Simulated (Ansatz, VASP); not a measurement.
Ga3As4Se in VASP and in Ansatz

INCAR

```
ALGO = Normal
EDIFF = 1E-6
ENCUT = 520
GGA = PE
ISIF = 2
ISMEAR = 0
LASPH = T
LCHARG = F
LREAL = F
LWAVE = F
NBANDS = 42
NELM = 80
PREC = Accurate
SIGMA = 0.2
```

KPOINTS

```
k-points
0
Gamma
  6 6 2
```

The input POSCAR:

```
Ga3As4Se
1.0
    4.0299172526      0.0000000000      0.0000000000
   -2.0149586263      3.4900107159      0.0000000000
    0.0000000000      0.0000000000     14.5662571596
Ga As Se
3 4 1
Direct
    0.3333333333      0.6666666667      0.0728165258
    0.6666666667      0.3333333333      0.3009584468
    0.0000000000      1.0000000000      0.5298147948
    0.3333333333      0.6666666667      0.2424509153
    0.6666666667      0.3333333333      0.4716376780
    0.0000000000      0.0000000000      0.7027854909
    0.3333333333      0.6666666667      0.7745670246
    1.0000000000      0.0000000000      0.0029691240
```

Input for Ansatz:

```yaml
crystal:
  lattice:
    - [4.0299172526, 0.0, 0.0]
    - [-2.0149586263, 3.4900107159, 0.0]
    - [0.0, 0.0, 14.5662571596]
  atoms:
    - { symbol: Ga, position: [0.3333333333, 0.6666666667, 0.0728165258] }
    - { symbol: Ga, position: [0.6666666667, 0.3333333333, 0.3009584468] }
    - { symbol: Ga, position: [0.0, 1.0, 0.5298147948] }
    - { symbol: As, position: [0.3333333333, 0.6666666667, 0.2424509153] }
    - { symbol: As, position: [0.6666666667, 0.3333333333, 0.471637678] }
    - { symbol: As, position: [0.0, 0.0, 0.7027854909] }
    - { symbol: As, position: [0.3333333333, 0.6666666667, 0.7745670246] }
    - { symbol: Se, position: [1.0, 0.0, 0.002969124] }
basis:
  ecutwfc: 420
kpoints:
  mp_grid: { grid: [6, 6, 2] }
hamiltonian:
  xc: pbe
scf:
  occupations: { method: gaussian, width: 0.2 }
  lower_state_search: "off"
output:
  forces: true
  stress: true
  eigenvalues: true
```

Alike in both runs: task single point; functional PBE; k mesh 6 × 6 × 2; occupations gaussian, width 0.2 eV; no spin polarisation.

```csv
,VASP,Ansatz
version,VASP 6.6.1,Ansatz 0.2.0
potentials or method,"VASP PAW PBE potentials, release 64 (Ga_d, As, Se), cutoff 520 eV","scalar-relativistic, plane waves, PAW"
valence electrons in the cell,65,115
```

```csv
,VASP,Ansatz,Ansatz less VASP
gap on the k mesh at the Fermi level (eV),none,none,-
pressure (GPa),0.1,-0.1,-0.16
"traceless stress, the component that is largest in VASP (GPa)",-0.14,-0.13,+0.012
rms of the force components (eV/Å),0.028,0.033,+0.0055
```

Atom by atom the forces differ by 0.007 eV/Å (rms over components). A gap of «none» marks a metal or a gap that the smearing closes. With one functional, cell and mesh, what is left measures potentials, basis and numerics. VASP's potentials hold 65 valence electrons a cell and Ansatz's 115, so a difference there can come from the potentials and not from the codes.
